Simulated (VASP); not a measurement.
A run of VASP 6.6.1 is set up as follows.

File POSCAR:

```
HfTe2F6
1.0
    2.6708680345      4.6260791360      0.0000000000
   -2.6708680345      4.6260791360      0.0000000000
    0.0000000000      0.0000000000      6.3438053249
Hf Te F
1 2 6
Direct
    0.0000000000      0.0000000000      0.0000000000
    0.3333333333      0.3333333333      0.5463042139
    0.6666666667      0.6666666667      0.4536957861
    0.1689678282      0.6620643436      0.1947615233
    0.1689678282      0.1689678282      0.1947615233
    0.6620643436      0.1689678282      0.1947615233
    0.8310321718      0.3379356564      0.8052384767
    0.3379356564      0.8310321718      0.8052384767
    0.8310321718      0.8310321718      0.8052384767
```

Contents of INCAR.step1:

```
PREC = Accurate
ENCUT = 520
ISMEAR = -1
SIGMA = 0.0117
LREAL = False
LASPH = True
NELM = 100
NBANDS = 42
GGA = PE
ALGO = Normal
EDIFF = 1E-4
LWAVE = True
LCHARG = False
```

INCAR.step2

```
PREC = Accurate
ENCUT = 520
EDIFF = 1E-7
ISMEAR = -1
SIGMA = 0.0117
LREAL = False
LASPH = True
NELM = 100
ALGO = Normal
ISIF = 2
LWAVE = False
LCHARG = True
METAGGA = R2SCAN
LMIXTAU = True
LELF = True
LVHAR = True
NBANDS = 42
ISTART = 1
```

Contents of KPOINTS:

```
regular mesh
0
Gamma
  5 5 6
```

Potentials or basis: VASP PAW PBE potentials, release 64 (Hf_pv, Te, F).

The run is started by

```console
$ cat potpaw_PBE.64/Hf_pv/POTCAR potpaw_PBE.64/Te/POTCAR potpaw_PBE.64/F/POTCAR > POTCAR
$ cp INCAR.step1 INCAR
$ mpirun -np 1 vasp_std > vasp.out
$ cp INCAR.step2 INCAR
$ mpirun -np 1 vasp_std > vasp.out
```

Task: Predict the pressure.

Result: -1.2 GPa.

Task: Predict the band gap on the k mesh.

Result: 0.08 eV (least direct gap 0.12 eV).

Task: Estimate the largest force.

Result: 0.197 eV/Å.

Stress tensor (GPa, compression positive):
```
-1.11  0.00  0.00
 0.00 -1.11  0.00
 0.00  0.00 -1.43
```

Caveat: the PAW data sets were made with another functional, which shifts forces and pressure a little; spin-orbit coupling is left out, which moves the levels of the heavy elements. A k mesh can miss the band edges.
